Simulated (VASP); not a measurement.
# AuC18 in VASP: single point with PBE

Aim: the single point of AuC18 with PBE.

Program: VASP 6.6.1. These are calculated values, not measurements. Logs are shortened: lines on timing, memory, paths and dates and some standing lists are left out, and cuts for length are marked.

### Step 1. The cell of the first run

The cell holds a slab with vacuum, 19 atoms: a = 7.398 Å, b = 7.398 Å, c = 11.000 Å, α = 90.00°, β = 90.00°, γ = 120.00°.

### Step 2. Single point, PBE, collinear spin

The input, INCAR:

```
SYSTEM = AuC18
PREC = Accurate
ENCUT = 520
EDIFF = 1E-6
ISMEAR = 0
SIGMA = 0.02
LREAL = Auto
LASPH = .True.
NELM = 200
ALGO = Normal
ISIF = 2
LWAVE = .False.
LCHARG = .False.
ISPIN = 2
MAGMOM = 0 0 0 0 0 0 0 0 0 0 0 0 0 0 0 0 0 0 1
LORBIT = 11
LMAXMIX = 4
GGA = PE
NBANDS = 64
GGA_COMPAT = .False.
NELMDL = -8
```

The input, KPOINTS:

```
regular mesh
0
Gamma
  2 2 1
  0 0 0
```

The input, POSCAR:

```
AuC18
1.0
    7.3980000000      0.0000000000      0.0000000000
   -3.6990000000      6.4068560000      0.0000000000
    0.0000000000      0.0000000000     11.0000000000
C Au
18 1
Direct
    0.0072178129      0.0046778231      0.0868910029
    0.2294389242      0.1158000960      0.0862876886
    0.0070985019      0.3381128841      0.0849762426
    0.2290822766      0.4489363250      0.0868942436
    0.0070923646      0.6711306322      0.0849744618
    0.2290803104      0.7823116415      0.0868902379
    0.3404987442      0.0046843264      0.0869162855
    0.5629283329      0.1161599530      0.0868987743
    0.3405100903      0.3379681725      0.0869305268
    0.5629364778      0.4489273371      0.0868951244
    0.3383151079      0.6702372705      0.0919675799
    0.5627782322      0.7824643401      0.1047312419
    0.6749651124      0.0068994285      0.0919511883
    0.8963014715      0.1161547278      0.0868818377
    0.6740712041      0.3381120416      0.0849698620
    0.8961068593      0.4491286636      0.0852861988
    0.6749624904      0.6702272883      0.0919511739
    0.8963168763      0.7823068073      0.0868689221
    0.5630315103      0.7826248413      0.3172012068
```

Potentials or basis: VASP PAW PBE potentials, release 64 (C, Au_sv_GW).

Command:

```sh
$ cat potpaw_PBE.64/C/POTCAR potpaw_PBE.64/Au_sv_GW/POTCAR > POTCAR
$ mpirun -np 1 vasp_std > vasp.out
```

OUTCAR:

```text
SYSTEM = AuC18
   PREC = Accurate
   ENCUT = 520
   EDIFF = 1E-6
   ISMEAR = 0
   LREAL = Auto
   LASPH = .True.
   NELM = 200
   ISIF = 2
   ISPIN = 2
   LORBIT = 11
   GGA = PE
   NELMDL = -8

 ion  position               nearest neighbor table
   1  0.007  0.005  0.087-   2 1.42  18 1.42  14 1.42
   2  0.229  0.116  0.086-   9 1.42   7 1.42   1 1.42
   3  0.007  0.338  0.085-  14 1.42  16 1.42   4 1.42
   4  0.229  0.449  0.087-  11 1.42   3 1.42   9 1.42
   5  0.007  0.671  0.085-  18 1.42  16 1.42   6 1.42
   6  0.229  0.782  0.087-  11 1.42   5 1.42   7 1.42
   7  0.340  0.005  0.087-   2 1.42   6 1.42   8 1.43
   8  0.563  0.116  0.087-  13 1.42  15 1.42   7 1.43
   9  0.341  0.338  0.087-   2 1.42   4 1.42  10 1.43
  10  0.563  0.449  0.087-  17 1.42  15 1.42   9 1.43
  11  0.338  0.670  0.092-   4 1.42   6 1.42  12 1.44
  12  0.563  0.782  0.105-  17 1.44  13 1.44  11 1.44  19 2.34
  13  0.675  0.007  0.092-   8 1.42  14 1.42  12 1.44
  14  0.896  0.116  0.087-  13 1.42   3 1.42   1 1.42
  15  0.674  0.338  0.085-  10 1.42   8 1.42  16 1.42
  16  0.896  0.449  0.085-   5 1.42   3 1.42  15 1.42
  17  0.675  0.670  0.092-  10 1.42  18 1.42  12 1.44
  18  0.896  0.782  0.087-  17 1.42   5 1.42   1 1.42
  19  0.563  0.783  0.317-  12 2.34

  LATTYP: Found a hexagonal cell.
 ALAT       =     7.3980000000
 C/A-ratio  =     1.4868883482

  Lattice vectors:

 A1 = (   7.3980000000,   0.0000000000,   0.0000000000)
 A2 = (  -3.6990000000,   6.4068560000,   0.0000000000)
 A3 = (   0.0000000000,   0.0000000000,  11.0000000000)

Analysis of symmetry for initial positions (statically):
=====================================================================
 Subroutine PRICEL returns:
 Original cell was already a primitive cell.

 Routine SETGRP: Setting up the symmetry group for a
 hexagonal supercell.

 Subroutine GETGRP returns: Found  1 space group operations
 (whereof  1 operations were pure point group operations)
 out of a pool of 24 trial point group operations.

The static configuration has the point symmetry C_1 .

Analysis of symmetry for dynamics (positions and initial velocities):
=====================================================================
 Subroutine PRICEL returns:
 Original cell was already a primitive cell.

 Routine SETGRP: Setting up the symmetry group for a
 hexagonal supercell.

 Subroutine GETGRP returns: Found  1 space group operations
 (whereof  1 operations were pure point group operations)
 out of a pool of 24 trial point group operations.

The dynamic configuration has the point symmetry C_1 .

Analysis of structural, dynamic, and magnetic symmetry:
=====================================================================
 Subroutine PRICEL returns:
 Original cell was already a primitive cell.

 Routine SETGRP: Setting up the symmetry group for a
 hexagonal supercell.

 Subroutine GETGRP returns: Found  1 space group operations
 (whereof  1 operations were pure point group operations)
 out of a pool of 24 trial point group operations.

The overall configuration has the point symmetry C_1 .

 Subroutine INISYM returns: Found  1 space group operations
 (whereof  1 operations are pure point group operations),
 and found     1 'primitive' translations

----------------------------------------------------------------------------------------

                                     Primitive cell

  volume of cell :     521.3771

  direct lattice vectors                    reciprocal lattice vectors
     7.398000000  0.000000000  0.000000000     0.135171668  0.078041398  0.000000000
    -3.699000000  6.406856000  0.000000000     0.000000000  0.156082796  0.000000000
     0.000000000  0.000000000 11.000000000     0.000000000  0.000000000  0.090909091

  length of vectors
     7.398000000  7.398000054 11.000000000     0.156082797  0.156082796  0.090909091

  position of ions in fractional coordinates (direct lattice)
     0.007217813  0.004677823  0.086891003
     0.229438924  0.115800096  0.086287689
     0.007098502  0.338112884  0.084976243
     0.229082277  0.448936325  0.086894244
     0.007092365  0.671130632  0.084974462
     0.229080310  0.782311642  0.086890238
[... 11 lines left out ...]
     0.896316876  0.782306807  0.086868922
     0.563031510  0.782624841  0.317201207

  ion indices of the primitive-cell ions
   primitive index   ion index
                 1           1
                 2           2
                 3           3
                 4           4
                 5           5
                 6           6
[... 11 lines left out ...]
                18          18
                19          19

----------------------------------------------------------------------------------------

 KPOINTS: regular mesh

Automatic generation of k-mesh.
 Grid dimensions read from file:
 generate k-points for:    2    2    1

 Generating k-lattice:

  Cartesian coordinates                     Fractional coordinates (reciprocal lattice)
     0.067585834  0.039020699  0.000000000     0.500000000 -0.000000000  0.000000000
     0.000000000  0.078041398  0.000000000     0.000000000  0.500000000  0.000000000
     0.000000000  0.000000000  0.090909091     0.000000000  0.000000000  1.000000000

  Length of vectors
     0.078041399  0.078041398  0.090909091

  Shift w.r.t. Gamma in fractional coordinates (k-lattice)
     0.000000000  0.000000000  0.000000000

 Subroutine IBZKPT returns following result:
 ===========================================

 Found      4 irreducible k-points:

 Following reciprocal coordinates:
            Coordinates               Weight
  0.000000  0.000000  0.000000      1.000000
  0.500000 -0.000000  0.000000      1.000000
  0.000000  0.500000  0.000000      1.000000
  0.500000  0.500000  0.000000      1.000000
   k-points           NKPTS =      4   k-points in BZ     NKDIM =      4   number of bands    NBANDS=     64
   number of dos      NEDOS =    301   number of ions     NIONS =     19
   total plane-waves  NPLWV = 263424
   dimension x,y,z NGX =    56 NGY =   56 NGZ =   84
   dimension x,y,z NGXF=   112 NGYF=  112 NGZF=  168
   ions per type =              18   1
   NGX,Y,Z   is equivalent  to a cutoff of  12.58, 12.58, 12.70 a.u.
   NGXF,Y,Z  is equivalent  to a cutoff of  25.17, 25.17, 25.39 a.u.
 SYSTEM =  AuC18
   PREC   = accura    normal or accurate (medium, high low for compatibility)
   ISTART =      0    job   : 0-new  1-cont  2-samecut
   ICHARG =      2    charge: 1-file 2-atom 10-const
   ISPIN  =      2    spin polarized calculation?
   LNONCOLLINEAR =      F non collinear calculations
   LSORBIT =      F    spin-orbit coupling
   LASPH  =      T    aspherical Exc in radial PAW
   ENCUT  =  520.0 eV  38.22 Ry    6.18 a.u.  13.76 13.76 20.45*2*pi/ulx,y,z
   NELM   =    200;   NELMIN=  2; NELMDL= -8     # of ELM steps
   EDIFF  = 0.1E-05   stopping-criterion for ELM
   LREAL  =      T    real-space projection
   EDIFFG = 0.1E-04   stopping-criterion for IOM
   NSW    =      0    number of steps for IOM
   IBRION =     -1    ionic relax: 0-MD 1-quasi-New 2-CG
   NFREE  =      0    steps in history (QN), initial steepest desc. (CG)
   ISIF   =      2    stress and relaxation
   ISYM   =      2    0-nonsym 1-usesym 2-fastsym
   POTIM  = 0.5000    time-step for ionic-motion
   TEBEG  =    0.0;   TEEND  =   0.0 temperature during run
   PSTRESS=    0.0 pullay stress
   NELECT =      91.0000    total number of electrons
   NUPDOWN=      -1.0000    fix difference up-down
   EMIN   =  10.00;   EMAX   =-10.00  energy-range for DOS
   EFERMI =   0.00;   METHOD = LEGACY
   ISMEAR =     0;   SIGMA  =   0.02  broadening in eV -4-tet -1-fermi 0-gaus
   EFERMI_NEDOS =   21; number of points for ismear=-14 and -15
   IALGO  =     38    algorithm
   IMIX   =      4    mixing-type and parameters
     AMIX     =   0.40;   BMIX     =  1.00
     AMIX_MAG =   1.60;   BMIX_MAG =  1.00
  volume/ion in A,a.u.               =      27.44       185.18
  Fermi-wavevector in a.u.,A,eV,Ry     =   0.914895  1.728901 11.388526  0.837033
  Thomas-Fermi vector in A             =   2.039574
   LORBIT       =     11    0 simple, 1 ext, 2 COOP (PROOUT), +10 PAW based schemes
   GGA     = PE    functional components
   LHFCALC =     F    Hartree Fock is set to
   AEXX    =    0.0000 exact exchange contribution
   IVDW    =     0    specifies the selected vdW correction
   LEPSILON=     F    determine dielectric tensor
   LRPA    =     F    only Hartree local field effects (RPA)
 spin polarized calculation
 Gauss-broadening in eV      SIGMA  =   0.02
  energy-cutoff  :      520.00
  volume of cell :      521.38
 maximum number of plane-waves:     14099
 NGX is ok and might be reduce to    56
   NGX = 27   NGY = 27   NGZ = 41

 number of electron      91.0000002 magnetization      -0.0000879

 number of electron      91.0000002 magnetization       0.0000322

 Free energy of the ion-electron system (eV)
  ---------------------------------------------------
  ext. energy  EPLUGINS =         0.00000000
  ---------------------------------------------------
  free energy    TOTEN  =      -165.34259426 eV

  energy without entropy =     -165.32704136  energy(sigma->0) =     -165.33481781

 E-fermi :  -1.4443     XC(G=0):  -4.7104

 val. band max:       -1.4459206747   @ k =   0.0000   0.0000   0.0000
 cond. band min:      -1.4365858542   @ k =   0.0000   0.0000   0.0000
 fundamental gap:      0.0093348205
 Fermi energy:        -1.4442727962

 spin component 1

 k-point     1 :       0.0000    0.0000    0.0000
  band No.  band energies     occupation
      1    -105.2681      1.00000
      2     -56.8189      1.00000
      3     -56.5314      1.00000
      4     -56.5312      1.00000
      5     -21.0382      1.00000
      6     -18.5315      1.00000
[... 229 lines left out ...]
     56       3.8963      0.00000
     57       4.3636      0.00000
 Fermi energy:        -1.4442727962

 spin component 2

 k-point     1 :       0.0000    0.0000    0.0000
  band No.  band energies     occupation
      1    -105.2679      1.00000
      2     -56.8187      1.00000
      3     -56.5312      1.00000
      4     -56.5310      1.00000
      5     -21.0382      1.00000
      6     -18.5315      1.00000
[... 229 lines left out ...]
     56       3.8982      0.00000
     57       4.3640      0.00000
 [bands above 57 left out]

------------------------ aborting loop because EDIFF is reached ----------------------------------------

  FORCE on cell =-STRESS in cart. coord.  units (eV):
  Direction    XX          YY          ZZ          XY          YZ          ZX
  --------------------------------------------------------------------------------------
  -------------------------------------------------------------------------------------
  Total        1.8670802      1.6809055     -0.0987682      0.0960230      0.0148146      0.0095019
  in kB        5.7374853      5.1653755     -0.3035118      0.2950761      0.0455248      0.0291991
  external PRESSURE =       3.5331163 kB  Pullay stress =       0.0000000 kB

 VOLUME and BASIS-vectors are now :
 -----------------------------------------------------------------------------
  energy-cutoff  :      520.00
  volume of cell :      521.38
      direct lattice vectors                 reciprocal lattice vectors
     7.398000000  0.000000000  0.000000000     0.135171668  0.078041398  0.000000000
    -3.699000000  6.406856000  0.000000000     0.000000000  0.156082796  0.000000000
     0.000000000  0.000000000 11.000000000     0.000000000  0.000000000  0.090909091

 POSITION                                       TOTAL-FORCE (eV/Angst)
 -----------------------------------------------------------------------------------
      0.03609      0.02997      0.95580         0.026110      0.011258      0.032923
      1.26904      0.74191      0.94916        -0.004746     -0.004067      0.007789
     -1.19816      2.16624      0.93474        -0.012618     -0.026742      0.011717
      0.03414      2.87627      0.95584         0.021234      0.044490     -0.020894
     -2.43004      4.29984      0.93472        -0.023155      0.010722      0.011199
     -1.19903      5.01216      0.95579         0.045573     -0.002471     -0.016826
[... 11 lines left out ...]
      3.73720      5.01213      0.95556        -0.028113     -0.023875     -0.024189
      1.27038      5.01416      3.48921        -0.001319     -0.001859      0.150958
 -----------------------------------------------------------------------------------
    total drift:                                0.007159      0.017188      0.025241

  FREE ENERGIE OF THE ION-ELECTRON SYSTEM (eV)
  ---------------------------------------------------
  free  energy   TOTEN  =      -165.3425942587 eV

  energy  without entropy=     -165.3270413564  energy(sigma->0) =     -165.33481781

 total charge

# of ion       s       p       d       f       tot
--------------------------------------------------
    1        0.863   1.781   0.000   0.000   2.644
    2        0.862   1.786   0.000   0.000   2.648
    3        0.864   1.784   0.000   0.000   2.648
    4        0.862   1.791   0.000   0.000   2.654
    5        0.864   1.784   0.000   0.000   2.648
    6        0.862   1.791   0.000   0.000   2.654
[... 11 lines left out ...]
   18        0.862   1.791   0.000   0.000   2.654
   19        2.401   6.054   8.593   0.002  17.051
--------------------------------------------------
tot         17.928  38.135   8.593   0.002  64.659

 magnetization (x)

# of ion       s       p       d       f       tot
--------------------------------------------------
    1        0.000   0.000   0.000   0.000   0.000
    2        0.000   0.000   0.000   0.000   0.000
    3        0.000   0.001   0.000   0.000   0.001
    4       -0.000  -0.000   0.000   0.000  -0.000
    5       -0.000  -0.001   0.000   0.000  -0.001
    6       -0.000  -0.000   0.000   0.000  -0.000
[... 11 lines left out ...]
   18       -0.000  -0.000   0.000   0.000  -0.000
   19       -0.000  -0.000  -0.000  -0.000  -0.000
--------------------------------------------------
tot         -0.000  -0.001  -0.000  -0.000  -0.001
```

Run time: 18 min. Hardware: 1 thread of Intel Xeon Platinum 8259CL at 2.50GHz (Skylake/Cascade Lake), shared host; peak memory 0.84 GiB.

Results:

| Quantity | Value |
| --- | --- |
| Free energy | -165.3426 eV |
| Largest force | 0.151 eV/Å |
| Net moment | 0.00 μB per cell |
| Valence electrons inside the program's atomic spheres | C 2.64, 2.65, 2.60 (each value once); Au 17.05 |

Forces in eV/Å, atoms in the order of the input:
```
C    0.026  0.011  0.033
C   -0.005 -0.004  0.008
C   -0.013 -0.027  0.012
C    0.021  0.044 -0.021
C   -0.023  0.011  0.011
C    0.046 -0.002 -0.017
C   -0.028 -0.008  0.036
C    0.065 -0.024 -0.022
C   -0.017 -0.020  0.036
C   -0.001  0.070 -0.023
C    0.017 -0.001 -0.102
C   -0.002  0.002  0.136
C   -0.012  0.007 -0.103
C   -0.040  0.000 -0.025
C    0.000 -0.010  0.005
C   -0.001  0.000  0.010
C   -0.004 -0.022 -0.099
C   -0.028 -0.024 -0.024
Au  -0.001 -0.002  0.151
```

Levels at points of the mesh, in eV from the Fermi level:
Spin up:
| k point | band 42 | band 43 | band 44 | band 45 | band 46 | band 47 | band 48 | band 49 | band 50 | band 51 |
| --- | --- | --- | --- | --- | --- | --- | --- | --- | --- | --- |
| (0.00, 0.00, 0.00) | -2.01 | -2.01 | -0.57 | 0.00 | 0.01 | 0.01 | 0.53 | 3.78 | 4.24 | 4.55 |
| (0.50, 0.00, 0.00) | -2.06 | -1.89 | -1.87 | -1.74 | 0.00 | 1.67 | 2.39 | 2.48 | 2.48 | 2.50 |
| (0.00, 0.50, 0.00) | -2.06 | -1.89 | -1.87 | -1.74 | 0.00 | 1.67 | 2.39 | 2.48 | 2.48 | 2.50 |
| (0.50, 0.50, 0.00) | -2.06 | -1.89 | -1.87 | -1.74 | 0.00 | 1.67 | 2.39 | 2.48 | 2.48 | 2.50 |
Spin down:
```
           k point  band 42  band 43  band 44  band 45  band 46  band 47  band 48  band 49  band 50  band 51
(0.00, 0.00, 0.00)    -2.01    -2.01    -0.57     0.00     0.01     0.01     0.53     3.78     4.24     4.55
(0.50, 0.00, 0.00)    -2.06    -1.89    -1.87    -1.74     0.00     1.67     2.39     2.48     2.48     2.50
(0.00, 0.50, 0.00)    -2.06    -1.89    -1.87    -1.74     0.00     1.67     2.39     2.48     2.48     2.50
(0.50, 0.50, 0.00)    -2.06    -1.89    -1.87    -1.74     0.00     1.67     2.39     2.48     2.48     2.50
```

Caveat: the k points lie up to 0.49 Å⁻¹ apart; there is no dipole correction, which matters where the two faces differ; spin-orbit coupling is left out, which moves the levels of the heavy elements.
